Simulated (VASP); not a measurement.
# CuO (C2/c) in VASP: relaxation of cell and atoms with PBE

Aim: the relaxation of cell and atoms of CuO with PBE.

Program: VASP 6.6.1. These are calculated values, not measurements. Logs are shortened: lines on timing, memory, paths and dates and some standing lists are left out, and cuts for length are marked.

### 1 The cell of the first run

The structure is monoclinic, space group C2/c (No. 15). The conventional cell has a = 4.684 Å, b = 3.423 Å, c = 5.129 Å, α = 90.00°, β = 99.54°, γ = 90.00°. Cu (site symmetry -1) has 4 O at 1.95 to 1.96 Å within 2.6 Å. O (site symmetry 2) has 6 Cu at 1.95 to 2.78 Å and 6 O at 2.62 to 2.90 Å within 3.0 Å.

### 2 Relaxation of cell and atoms, PBE, collinear spin

The input, INCAR:

```
SYSTEM = CuO
PREC = Accurate
ENCUT = 600
EDIFF = 1E-7
ISMEAR = 0
SIGMA = 0.1
LREAL = .FALSE.
LASPH = .TRUE.
NELM = 150
ALGO = Normal
ISIF = 3
LWAVE = .FALSE.
LCHARG = .FALSE.
ISPIN = 2
MAGMOM = 1 1 0 0
LORBIT = 11
LMAXMIX = 4
GGA = PE
IBRION = 2
NSW = 90
EDIFFG = -0.04
```

The input, KPOINTS:

```
Automatic mesh
0
G
  6 6 4
  0 0 0
```

The input, POSCAR:

```
CuO
1.0
    2.3418500400     -1.7113000200      0.0000000000
    2.3418500400      1.7113000200      0.0000000000
   -0.8500300000      0.0000000000      5.0578699100
Cu O
2 2
Direct
    0.0000000000      0.5000000000      0.0000000000
    0.5000000000      0.0000000000      0.5000000000
    0.5816000100      0.4183999900      0.2500000000
    0.4183999900      0.5816000100      0.7500000000
```

Potentials or basis: VASP PAW PBE potentials, release 64 (Cu, O).

The run is started by

```bash
$ cat potpaw_PBE.64/Cu/POTCAR potpaw_PBE.64/O/POTCAR > POTCAR
$ mpirun -np 1 vasp_std > vasp.out
```

OUTCAR:

```text
SYSTEM = CuO
   PREC = Accurate
   ENCUT = 600
   EDIFF = 1E-7
   ISMEAR = 0
   LREAL = .FALSE.
   LASPH = .TRUE.
   NELM = 150
   ISIF = 3
   ISPIN = 2
   LORBIT = 11
   GGA = PE
   IBRION = 2
   NSW = 90
   EDIFFG = -0.04

 ion  position               nearest neighbor table
   1  0.000  0.500  0.000-   3 1.95   4 1.95   4 1.96   3 1.96
   2  0.500  0.000  0.500-   4 1.95   3 1.95   4 1.96   3 1.96
   3  0.582  0.418  0.250-   2 1.95   1 1.95   2 1.96   1 1.96
   4  0.418  0.582  0.750-   1 1.95   2 1.95   2 1.96   1 1.96

  LATTYP: Found a base centered monoclinic cell.
 ALAT       =     4.6837000800
 B/A-ratio  =     0.7307470550
 C/A-ratio  =     1.0950318866
 COS(beta)  =    -0.1657365943

  Lattice vectors:

 A1 = (   2.3418500400,  -1.7113000200,   0.0000000000)
 A2 = (   2.3418500400,   1.7113000200,   0.0000000000)
 A3 = (  -0.8500300000,   0.0000000000,   5.0578699100)

Analysis of symmetry for initial positions (statically):
=====================================================================
 Subroutine PRICEL returns:
 Original cell was already a primitive cell.

 Routine SETGRP: Setting up the symmetry group for a
 base centered monoclinic supercell.

 Subroutine GETGRP returns: Found  4 space group operations
 (whereof  2 operations were pure point group operations)
 out of a pool of  4 trial point group operations.

The static configuration has the point symmetry S_2 .
 The point group associated with its full space group is C_2h.

Analysis of symmetry for dynamics (positions and initial velocities):
=====================================================================
 Subroutine PRICEL returns:
 Original cell was already a primitive cell.

 Routine SETGRP: Setting up the symmetry group for a
 base centered monoclinic supercell.

 Subroutine GETGRP returns: Found  4 space group operations
 (whereof  2 operations were pure point group operations)
 out of a pool of  4 trial point group operations.

The dynamic configuration has the point symmetry S_2 .
 The point group associated with its full space group is C_2h.

Analysis of structural, dynamic, and magnetic symmetry:
=====================================================================
 Subroutine PRICEL returns:
 Original cell was already a primitive cell.

 Routine SETGRP: Setting up the symmetry group for a
 base centered monoclinic supercell.

 Subroutine GETGRP returns: Found  4 space group operations
 (whereof  2 operations were pure point group operations)
 out of a pool of  4 trial point group operations.

The overall configuration has the point symmetry S_2 .
 The point group associated with its full space group is C_2h.

 Subroutine INISYM returns: Found  4 space group operations
 (whereof  2 operations are pure point group operations),
 and found     1 'primitive' translations

----------------------------------------------------------------------------------------

                                     Primitive cell

  volume of cell :      40.5399

  direct lattice vectors                    reciprocal lattice vectors
     2.341850040 -1.711300020  0.000000000     0.213506412 -0.292175536  0.035882073
     2.341850040  1.711300020  0.000000000     0.213506412  0.292175536  0.035882073
    -0.850030000  0.000000000  5.057869910     0.000000000  0.000000000  0.197711688

  length of vectors
     2.900484333  2.900484333  5.128800935     0.363646882  0.363646882  0.197711688

  position of ions in fractional coordinates (direct lattice)
     0.000000000  0.500000000  0.000000000
     0.500000000  1.000000000  0.500000000
     0.581600010  0.418399990  0.250000000
     0.418399990  0.581600010  0.750000000

  ion indices of the primitive-cell ions
   primitive index   ion index
                 1           1
                 2           2
                 3           3
                 4           4

----------------------------------------------------------------------------------------

 KPOINTS: Automatic mesh

Automatic generation of k-mesh.
 Grid dimensions read from file:
 generate k-points for:    6    6    4

 Generating k-lattice:

  Cartesian coordinates                     Fractional coordinates (reciprocal lattice)
     0.035584402 -0.048695923  0.005980345     0.166666667  0.000000000 -0.000000000
     0.035584402  0.048695923  0.005980345     0.000000000  0.166666667 -0.000000000
     0.000000000  0.000000000  0.049427922     0.000000000  0.000000000  0.250000000

  Length of vectors
     0.060607814  0.060607814  0.049427922

  Shift w.r.t. Gamma in fractional coordinates (k-lattice)
     0.000000000  0.000000000  0.000000000

 Subroutine IBZKPT returns following result:
 ===========================================

 Found     47 irreducible k-points:

 Following reciprocal coordinates:
            Coordinates               Weight
  0.000000  0.000000  0.000000      1.000000
  0.166667  0.000000 -0.000000      4.000000
  0.333333 -0.000000  0.000000      4.000000
  0.500000  0.000000 -0.000000      2.000000
  0.166667  0.166667 -0.000000      2.000000
  0.333333  0.166667  0.000000      4.000000
[... 16 lines left out ...]
 -0.333333  0.166667  0.250000      4.000000
 -0.166667  0.166667  0.250000      4.000000
 [... further k-points ...]
   k-points           NKPTS =     47   k-points in BZ     NKDIM =     47   number of bands    NBANDS=     22
   number of dos      NEDOS =    301   number of ions     NIONS =      4
   total plane-waves  NPLWV =  24192
   dimension x,y,z NGX =    24 NGY =   24 NGZ =   42
   dimension x,y,z NGXF=    48 NGYF=   48 NGZF=   84
   ions per type =               2   2
   NGX,Y,Z   is equivalent  to a cutoff of  13.76, 13.76, 13.61 a.u.
   NGXF,Y,Z  is equivalent  to a cutoff of  27.51, 27.51, 27.23 a.u.
 SYSTEM =  CuO
   PREC   = accura    normal or accurate (medium, high low for compatibility)
   ISTART =      0    job   : 0-new  1-cont  2-samecut
   ICHARG =      2    charge: 1-file 2-atom 10-const
   ISPIN  =      2    spin polarized calculation?
   LNONCOLLINEAR =      F non collinear calculations
   LSORBIT =      F    spin-orbit coupling
   LASPH  =      T    aspherical Exc in radial PAW
   ENCUT  =  600.0 eV  44.10 Ry    6.64 a.u.   5.79  5.79 10.24*2*pi/ulx,y,z
   NELM   =    150;   NELMIN=  2; NELMDL= -5     # of ELM steps
   EDIFF  = 0.1E-06   stopping-criterion for ELM
   LREAL  =      F    real-space projection
   EDIFFG = -.4E-01   stopping-criterion for IOM
   NSW    =     90    number of steps for IOM
   IBRION =      2    ionic relax: 0-MD 1-quasi-New 2-CG
   NFREE  =      1    steps in history (QN), initial steepest desc. (CG)
   ISIF   =      3    stress and relaxation
   ISYM   =      2    0-nonsym 1-usesym 2-fastsym
   POTIM  = 0.5000    time-step for ionic-motion
   TEBEG  =    0.0;   TEEND  =   0.0 temperature during run
   PSTRESS=    0.0 pullay stress
   NELECT =      34.0000    total number of electrons
   NUPDOWN=      -1.0000    fix difference up-down
   EMIN   =  10.00;   EMAX   =-10.00  energy-range for DOS
   EFERMI =   0.00;   METHOD = LEGACY
   ISMEAR =     0;   SIGMA  =   0.10  broadening in eV -4-tet -1-fermi 0-gaus
   EFERMI_NEDOS =   21; number of points for ismear=-14 and -15
   IALGO  =     38    algorithm
   IMIX   =      4    mixing-type and parameters
     AMIX     =   0.40;   BMIX     =  1.00
     AMIX_MAG =   1.60;   BMIX_MAG =  1.00
  volume/ion in A,a.u.               =      10.13        68.39
  Fermi-wavevector in a.u.,A,eV,Ry     =   1.543856  2.917465 32.429376  2.383492
  Thomas-Fermi vector in A             =   2.649460
   LORBIT       =     11    0 simple, 1 ext, 2 COOP (PROOUT), +10 PAW based schemes
   GGA     = PE    functional components
   LHFCALC =     F    Hartree Fock is set to
   AEXX    =    0.0000 exact exchange contribution
   IVDW    =     0    specifies the selected vdW correction
   LEPSILON=     F    determine dielectric tensor
   LRPA    =     F    only Hartree local field effects (RPA)
 conjugate gradient relaxation of ions
 spin polarized calculation
 Gauss-broadening in eV      SIGMA  =   0.10
  energy-cutoff  :      600.00
  volume of cell :       40.54
 maximum number of plane-waves:      1362
   NGX = 11   NGY = 11   NGZ = 21

--------------------------------------- Ionic step        1  -------------------------------------------

 number of electron      33.9999983 magnetization       0.0004706

 Free energy of the ion-electron system (eV)
  ---------------------------------------------------
  ext. energy  EPLUGINS =         0.00000000
  ---------------------------------------------------
  free energy    TOTEN  =       -19.53068518 eV

  energy without entropy =      -19.51709311  energy(sigma->0) =      -19.52388914

------------------------ aborting loop because EDIFF is reached ----------------------------------------

  FORCE on cell =-STRESS in cart. coord.  units (eV):
  Direction    XX          YY          ZZ          XY          YZ          ZX
  --------------------------------------------------------------------------------------
  -------------------------------------------------------------------------------------
  Total        1.5689200      1.8144914      1.4172226      0.0000000      0.0000000     -0.3038924
  in kB       62.0052531     71.7104766     56.0100231      0.0000000      0.0000000    -12.0101261
  external PRESSURE =      63.2419176 kB  Pullay stress =       0.0000000 kB
[... 97 lines left out ...]
  FREE ENERGIE OF THE ION-ELECTRON SYSTEM (eV)
  ---------------------------------------------------
  free  energy   TOTEN  =       -19.5664738818 eV

  energy  without entropy=      -19.5531204352  energy(sigma->0) =      -19.55979716

[... ionic steps 4 to 15 ...]

--------------------------------------- Ionic step       16  -------------------------------------------

 number of electron      34.0000028 magnetization       0.0000001

 number of electron      34.0000028 magnetization      -0.0000001
[... 77 lines left out ...]
 number of electron      34.0000018 magnetization      -0.0000001

 number of electron      34.0000018 magnetization       0.0000001

 Free energy of the ion-electron system (eV)
  ---------------------------------------------------
  ext. energy  EPLUGINS =         0.00000000
  ---------------------------------------------------
  free energy    TOTEN  =       -19.73228624 eV

  energy without entropy =      -19.72365430  energy(sigma->0) =      -19.72797027

 E-fermi :   4.7934     XC(G=0): -11.2713

 val. band max:        4.7748254385   @ k =  -0.1667   0.1667   0.0000
 cond. band min:       4.7962431448   @ k =   0.1667   0.1667  -0.0000
 fundamental gap:      0.0214177063
 Fermi energy:         4.7933697888

 spin component 1

 k-point     1 :       0.0000    0.0000    0.0000
  band No.  band energies     occupation
      1     -14.9296      1.00000
      2     -13.6574      1.00000
      3      -3.2328      1.00000
      4      -0.5800      1.00000
      5      -0.5481      1.00000
      6       1.1051      1.00000
[... 589 lines left out ...]
     21      14.1262      0.00000
     22      16.6661      0.00000

 [... further k-points ...]

 spin component 2

 k-point     1 :       0.0000    0.0000    0.0000
  band No.  band energies     occupation
      1     -14.9296      1.00000
      2     -13.6574      1.00000
      3      -3.2328      1.00000
      4      -0.5800      1.00000
      5      -0.5481      1.00000
      6       1.1051      1.00000
[... 622 lines left out ...]
  FREE ENERGIE OF THE ION-ELECTRON SYSTEM (eV)
  ---------------------------------------------------
  free  energy   TOTEN  =       -19.7322862375 eV

  energy  without entropy=      -19.7236542999  energy(sigma->0) =      -19.72797027

 reached required accuracy - stopping structural energy minimisation

 total charge

# of ion       s       p       d       tot
------------------------------------------
    1        0.387   0.381   9.122   9.889
    2        0.387   0.381   9.122   9.889
    3        1.578   3.375   0.000   4.953
    4        1.578   3.375   0.000   4.953
--------------------------------------------------
tot          3.930   7.511  18.243  29.684

 magnetization (x)

# of ion       s       p       d       tot
------------------------------------------
    1       -0.000  -0.000   0.000   0.000
    2       -0.000  -0.000   0.000   0.000
    3        0.000   0.000   0.000   0.000
    4        0.000   0.000   0.000   0.000
--------------------------------------------------
tot          0.000   0.000   0.000   0.000
```

It took 8.9 min on 1 thread of Intel Xeon 6975P-C (Granite Rapids), shared host; peak memory 0.24 GiB.

What came out:

- Free energy: -19.7323 eV
- Relaxed volume: 11.17 Å³/atom
- Relaxed cell: a = 2.940 Å, b = 2.940 Å, c = 5.174 Å, α = 90.74°, β = 90.74°, γ = 89.13°
- Space group after relaxing (to 0.1 Å): C2/c (No. 15)
- Energy gained by relaxing: 50.4 meV/atom
- Ionic steps: 18
- Pressure after relaxing: 0.1 GPa
- Largest force after relaxing: 0.025 eV/Å
- Band gap on the k mesh: zero (filled and empty bands overlap)
- Net moment: 0.00 μB per cell
- Valence electrons inside the program's atomic spheres: Cu 9.89; O 4.95

Forces on the atoms (eV/Å):
```
Cu   0.000  0.000  0.000
Cu   0.000  0.000  0.000
O    0.000  0.025  0.000
O    0.000 -0.025  0.000
```

The path:
| step | energy change (eV) | largest force (eV/Å) | pressure (GPa) | volume (Å³) |
| --- | --- | --- | --- | --- |
| 1 | 0.0000 | 0.2463 | 6.32 | 40.54 |
| 2 | -0.0309 | 0.3368 | -2.94 | 42.93 |
| 3 | -0.0358 | 0.3105 | -0.60 | 42.26 |
| 4 | -0.0519 | 0.2535 | -0.50 | 42.44 |
| 5 | -0.0825 | 0.0526 | 0.31 | 42.95 |
| 6 | -0.0432 | 0.4533 | 2.61 | 43.87 |
| 7 | -0.0860 | 0.0696 | 0.83 | 43.17 |
| 8 | -0.0984 | 0.0515 | 0.38 | 43.47 |
| 9 | -0.1282 | 0.0112 | -0.95 | 44.35 |
| 10 | -0.1526 | 0.0148 | -3.65 | 45.98 |
| 11 | -0.1693 | 0.0087 | -2.59 | 45.73 |
| 12 | -0.1849 | 0.0075 | -0.99 | 45.30 |
| 13 | -0.1808 | 0.0330 | 2.20 | 44.34 |
| 14 | -0.1890 | 0.0106 | 0.44 | 44.91 |
| 15 | -0.1959 | 0.0198 | -0.19 | 44.99 |
| 16 | -0.1996 | 0.0321 | -1.29 | 45.11 |
| 17 | -0.1998 | 0.0301 | -1.11 | 45.09 |
| 18 | -0.2016 | 0.0251 | 0.09 | 44.70 |

Final structure:
```xyz
4
Lattice="2.0892 -2.0628 0.1471 2.0892 2.0628 0.1471 -0.4569 0.0000 5.1534" Properties=species:S:1:pos:R:3 pbc="T T T"
Cu    1.0446    1.0314    0.0735
Cu    0.8162   -1.0314    2.6502
O     1.9750   -0.0237    1.4354
O     1.7466    0.0237    4.0121
```

Levels at points of the mesh, in eV from the Fermi level:
Spin up:
```tsv
k point	band 13	band 14	band 15	band 16	band 17	band 18	band 19	band 20	band 21	band 22
(0.00, 0.00, 0.00)	-2.38	-2.36	-2.28	-1.92	0.63	0.66	1.38	6.09	7.22	13.24
(0.50, 0.00, 0.00)	-2.27	-1.89	-1.58	-1.49	0.19	0.44	3.71	5.84	6.42	10.90
(0.50, 0.50, 0.00)	-2.34	-2.34	-1.63	-1.21	-1.19	1.09	2.20	7.18	9.61	9.90
(0.00, 0.00, 0.50)	-2.28	-2.28	-1.54	-1.54	0.09	0.09	3.45	3.45	11.55	11.55
(0.50, 0.00, 0.50)	-2.38	-2.34	-2.01	-1.82	-0.19	0.65	4.32	5.84	8.26	8.64
(0.50, 0.50, 0.50)	-1.91	-1.91	-1.42	-1.42	-0.53	-0.53	4.03	4.03	10.37	10.37
```
Spin down:
```
           k point  band 15  band 16  band 17  band 18  band 19  band 20
(0.00, 0.00, 0.00)    -2.28    -1.92     0.63     0.66     1.38     6.09
(0.50, 0.00, 0.00)    -1.58    -1.49     0.19     0.44     3.71     5.84
(0.50, 0.50, 0.00)    -1.63    -1.21    -1.19     1.09     2.20     7.18
(0.00, 0.00, 0.50)    -1.54    -1.54     0.09     0.09     3.45     3.45
(0.50, 0.00, 0.50)    -2.01    -1.82    -0.19     0.65     4.32     5.84
(0.50, 0.50, 0.50)    -1.42    -1.42    -0.53    -0.53     4.03     4.03
```

Caveat: the k points lie up to 0.36 Å⁻¹ apart in the final cell, too coarse for converged energies and pressures of a metal; semilocal functionals often make such compounds metallic where correlation or magnetic order opens a gap, which also shifts bond lengths. Zero-point motion and thermal expansion aren't in these numbers.

The gap in the log of VASP goes by the Fermi energy; the results here count the filled bands.